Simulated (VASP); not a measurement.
The system is NaH.

```
Na H
1.0
     0.00000    2.59692    2.59692
     2.59692    0.00000    2.59692
     2.59692    2.59692    0.00000
Na H
1 1
Direct
  0.00000 0.00000 0.00000
  0.25000 0.25000 0.25000
```

Program: VASP 6.6.1. Alike in all runs: task single point; no spin polarisation; cell as given; cutoff (eV) 520; smearing gaussian 0.01 eV.

Order these runs on this cell by their band gap on the k mesh, lowest first.
A. level HF; potentials or basis VASP PAW PBE potentials, release 64 (Na_pv, H); k mesh 6 × 6 × 6; grid for exact exchange (PRECFOCK) Normal; share of exact exchange 1
B. level PBE; potentials or basis VASP PAW PBE potentials, release 64 (Na_pv, H); k mesh 6 × 6 × 6
C. level LDA; potentials or basis VASP PAW LDA potentials, release 64 (Na_pv, H); k mesh 8 × 8 × 8

C (3.27 eV), B (3.63 eV), A (11.08 eV).

Caveats: the structure was generated, so it needn't be the stable form of NaH.

A k mesh can miss the band edges.
